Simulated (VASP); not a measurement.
# K2S (Fm-3m) in VASP: notebook, part 2 of 2

VASP 6.6.1. Earlier steps stand in the parts before.

## (3) Single point, PBEsol

This run uses another cell than the first one, of 26.50 Å³/atom.

Input file INCAR:

```
SYSTEM = K2S
  PREC = Accurate
  ENCUT = 500
  EDIFF = 1E-6
  ISMEAR = 0
  SIGMA = 0.01
  LREAL = .FALSE.
  LASPH = .TRUE.
  NELM = 120
  ALGO = Normal
  ISIF = 2
  LWAVE = .FALSE.
  LCHARG = .FALSE.
  GGA = PS
  NBANDS = 19
  GGA_COMPAT = .FALSE.
```

Input file KPOINTS:

```
Automatic mesh
0
G
  6 6 6
  0 0 0
```

Input file POSCAR:

```
K2S
1.0
    0.0000000000      3.4127057187      3.4127057187
    3.4127057187      0.0000000000      3.4127057187
    3.4127057187      3.4127057187      0.0000000000
K S
2 1
Direct
    0.2500000000      0.2500000000      0.2500000000
    0.7500000000      0.7500000000      0.7500000000
    0.0000000000      0.0000000000      0.0000000000
```

Potentials or basis: VASP PAW PBE potentials, release 64 (K_sv, S).

The run is started by

```console
$ cat potpaw_PBE.64/K_sv/POTCAR potpaw_PBE.64/S/POTCAR > POTCAR
$ mpirun -np 1 vasp_std > vasp.out
```

It took 11 s on 1 thread of Intel Xeon 6975P-C (Granite Rapids), shared host; peak memory 0.2 GiB.

Results (log left out):

* Free energy: -9.5017 eV
* Pressure: 7.2 GPa
* Band gap on the k mesh: 2.87 eV (least direct gap 3.35 eV)

Levels at points of the mesh, in eV from the valence-band top:
| k point | band 10 | band 11 | band 12 | band 13 | band 14 | band 15 |
| --- | --- | --- | --- | --- | --- | --- |
| (0.00, 0.00, 0.00) | -0.53 | -0.53 | -0.53 | 2.87 | 5.28 | 5.28 |
| (0.50, 0.00, 0.00) | -0.78 | -0.23 | -0.23 | 4.96 | 6.00 | 6.00 |
| (0.50, 0.50, 0.00) | -1.09 | 0.00 | 0.00 | 3.35 | 5.57 | 6.71 |

Caveat: the cell stands under pressure; the PAW data sets were made with another functional, which shifts forces and pressure a little. A k mesh can miss the band edges.

## (4) Single point, PBEsol

This run uses another cell than the first one, of 28.47 Å³/atom.

Input file INCAR:

```
SYSTEM = K2S
ALGO = Normal ; EDIFF = 1E-6
ENCUT = 500 ; GGA = PS
GGA_COMPAT = .FALSE. ; ISIF = 2
ISMEAR = 0 ; LASPH = .TRUE.
LCHARG = .FALSE. ; LREAL = .FALSE.
LWAVE = .FALSE. ; NBANDS = 19
NELM = 120 ; PREC = Accurate
SIGMA = 0.01
```

Input file KPOINTS:

```
k-points
0
G
  6 6 6
  0 0 0
```

Input file POSCAR:

```
K2S
1.0
    0.0000000000      3.4955673368      3.4955673368
    3.4955673368      0.0000000000      3.4955673368
    3.4955673368      3.4955673368      0.0000000000
K S
2 1
Direct
    0.2500000000      0.2500000000      0.2500000000
    0.7500000000      0.7500000000      0.7500000000
    0.0000000000      0.0000000000      0.0000000000
```

Potentials or basis: VASP PAW PBE potentials, release 64 (K_sv, S).

The run is started by

```console
$ cat potpaw_PBE.64/K_sv/POTCAR potpaw_PBE.64/S/POTCAR > POTCAR
$ mpirun -np 1 vasp_std > vasp.out
```

OUTCAR:

```text
SYSTEM = K2S
   EDIFF = 1E-6
   ENCUT = 500
   GGA = PS
   ISIF = 2
   ISMEAR = 0
   LASPH = .TRUE.
   LREAL = .FALSE.
   NELM = 120
   PREC = Accurate

 ion  position               nearest neighbor table
   1  0.250  0.250  0.250-   3 3.03   3 3.03   3 3.03   3 3.03   2 3.50   2 3.50   2 3.50   2 3.50
                             2 3.50   2 3.50
   2  0.750  0.750  0.750-   3 3.03   3 3.03   3 3.03   3 3.03   1 3.50   1 3.50   1 3.50   1 3.50
                             1 3.50   1 3.50
   3  0.000  0.000  0.000-   2 3.03   2 3.03   2 3.03   1 3.03   1 3.03   1 3.03   2 3.03   1 3.03

  LATTYP: Found a face centered cubic cell.
 ALAT       =     6.9911346736

  Lattice vectors:

 A1 = (   0.0000000000,   3.4955673368,   3.4955673368)
 A2 = (   3.4955673368,   0.0000000000,   3.4955673368)
 A3 = (   3.4955673368,   3.4955673368,   0.0000000000)

Analysis of symmetry for initial positions (statically):
=====================================================================
 Subroutine PRICEL returns:
 Original cell was already a primitive cell.

 Routine SETGRP: Setting up the symmetry group for a
 face centered cubic supercell.

[... 158 lines left out ...]

 E-fermi :   0.3272     XC(G=0):  -8.1839

 val. band max:        0.2219004672   @ k =   0.5000   0.5000   0.0000
 cond. band min:       2.9171354315   @ k =   0.0000   0.0000   0.0000
 fundamental gap:      2.6952349643
 Fermi energy:         0.3272029771

 k-point     1 :       0.0000    0.0000    0.0000
  band No.  band energies     occupation
      1     -28.5571      2.00000
      2     -28.3912      2.00000
      3     -12.2848      2.00000
      4     -12.2848      2.00000
      5     -12.2848      2.00000
      6     -11.8979      2.00000
[... 329 lines left out ...]
      6     -11.9813      2.00000
[... 11 lines left out ...]
     18       8.2200      0.00000
     19       8.8925      0.00000

------------------------ aborting loop because EDIFF is reached ----------------------------------------

  FORCE on cell =-STRESS in cart. coord.  units (eV):
  Direction    XX          YY          ZZ          XY          YZ          ZX
  --------------------------------------------------------------------------------------
  -------------------------------------------------------------------------------------
  Total        2.1850868      2.1850868      2.1850868      0.0000000      0.0000000     -0.0000000
  in kB       40.9822932     40.9822932     40.9822932      0.0000000      0.0000000     -0.0000000
  external PRESSURE =      40.9822932 kB  Pullay stress =       0.0000000 kB

 VOLUME and BASIS-vectors are now :
 -----------------------------------------------------------------------------
  energy-cutoff  :      500.00
  volume of cell :       85.42
      direct lattice vectors                 reciprocal lattice vectors
     0.000000000  3.495567337  3.495567337    -0.143038297  0.143038297  0.143038297
     3.495567337  0.000000000  3.495567337     0.143038297 -0.143038297  0.143038297
     3.495567337  3.495567337  0.000000000     0.143038297  0.143038297 -0.143038297

 POSITION                                       TOTAL-FORCE (eV/Angst)
 -----------------------------------------------------------------------------------
      1.74778      1.74778      1.74778        -0.000000     -0.000000      0.000000
      5.24335      5.24335      5.24335         0.000000      0.000000      0.000000
      0.00000      0.00000      0.00000        -0.000000     -0.000000     -0.000000
 -----------------------------------------------------------------------------------
    total drift:                                0.000000      0.000000      0.000000

  FREE ENERGIE OF THE ION-ELECTRON SYSTEM (eV)
  ---------------------------------------------------
  free  energy   TOTEN  =        -9.7087119984 eV

  energy  without entropy=       -9.7087119984  energy(sigma->0) =       -9.70871200
```

stdout:

```text
POSCAR found type information on POSCAR K S
 POSCAR found :  2 types and       3 ions
 scaLAPACK will be used
 -----------------------------------------------------------------------------
|                                                                             |
|                                                                             |
|     You enforced a specific xc type in the INCAR file but a different       |
|     I HOPE YOU KNOW WHAT YOU ARE DOING!                                     |
|                                                                             |
 -----------------------------------------------------------------------------

 LDA part: xc-table for (Slater+PW92), standard interpolation
 POSCAR, INCAR and KPOINTS ok, starting setup
 FFT: planning ... GRIDC
 FFT: planning ... GRID_SOFT
 FFT: planning ... GRID
 WAVECAR not read
 entering main loop
```

Run time: 12 s. Hardware: 1 thread of Intel Xeon 6975P-C (Granite Rapids), shared host; peak memory 0.2 GiB.

What came out:

```
Free energy            : -9.7087 eV
Pressure               : 4.1 GPa
Band gap on the k mesh : 2.70 eV (least direct gap 3.11 eV)
```

Caveat: the cell stands under pressure; the PAW data sets were made with another functional, which shifts forces and pressure a little.

## (5) Single point, PBEsol

This run uses another cell than the first one, of 30.29 Å³/atom.

Input file INCAR:

```
SYSTEM = K2S
  ALGO = Normal
  EDIFF = 1E-6
  ENCUT = 500
  GGA = PS
  GGA_COMPAT = .False.
  ISIF = 2
  ISMEAR = 0
  LASPH = .True.
  LCHARG = .False.
  LREAL = .False.
  LWAVE = .False.
  NBANDS = 19
  NELM = 120
  PREC = Accurate
  SIGMA = 0.01
```

Input file KPOINTS:

```
k-points
0
Gamma
  6 6 6
  0 0 0
```

Input file POSCAR:

```
K2S
1.0
    0.0000000000      3.5682879060      3.5682879060
    3.5682879060      0.0000000000      3.5682879060
    3.5682879060      3.5682879060      0.0000000000
K S
2 1
Direct
    0.2500000000      0.2500000000      0.2500000000
    0.7500000000      0.7500000000      0.7500000000
    0.0000000000      0.0000000000      0.0000000000
```

The run is started by

```console
$ cat potpaw_PBE.64/K_sv/POTCAR potpaw_PBE.64/S/POTCAR > POTCAR
$ mpirun -np 1 vasp_std > vasp.out
```

Wall time 19 s (1 thread of Intel Xeon 6975P-C (Granite Rapids), shared host); peak memory 0.23 GiB.

Results (log left out):

```yaml
Free_energy: -9.8133 eV
Pressure: 2.1 GPa
Band_gap_on_the_k_mesh: 2.54 eV (least direct gap 2.87 eV)
```

Levels at points of the mesh, in eV from the valence-band top:
| k point | band 9 | band 10 | band 11 | band 12 | band 13 | band 14 | band 15 | band 16 |
| --- | --- | --- | --- | --- | --- | --- | --- | --- |
| (0.00, 0.00, 0.00) | -9.70 | -0.32 | -0.32 | -0.32 | 2.54 | 5.39 | 5.39 | 7.82 |
| (0.50, 0.00, 0.00) | -9.37 | -0.70 | -0.13 | -0.13 | 4.81 | 5.44 | 5.90 | 5.90 |
| (0.50, 0.50, 0.00) | -9.31 | -0.89 | 0.00 | 0.00 | 3.42 | 5.41 | 6.67 | 7.12 |

Caveat: the PAW data sets were made with another functional, which shifts forces and pressure a little. A k mesh can miss the band edges.

## (6) The runs side by side

| cell | gap on the mesh (eV) | pressure (GPa) |
| --- | --- | --- |
| a = 4.736 Å, angles 60.0°, 3 atoms | 3.01 | 10.2 |
| a = 4.826 Å, angles 60.0°, 3 atoms | 2.87 | 7.2 |
| a = 4.943 Å, angles 60.0°, 3 atoms | 2.70 | 4.1 |
| a = 5.046 Å, angles 60.0°, 3 atoms | 2.54 | 2.1 |

Alike in all rows: task single point; level PBEsol; potentials or basis VASP PAW PBE potentials, release 64 (K_sv, S); no spin polarisation; k mesh 6 × 6 × 6; cutoff (eV) 500; smearing gaussian 0.01 eV.

Caveats: the PAW data sets were made with another functional, which shifts forces and pressure a little; the cell stands under pressure (at least some runs).

Total energies depend on the potentials used, so only differences within one code and one set of settings carry meaning.
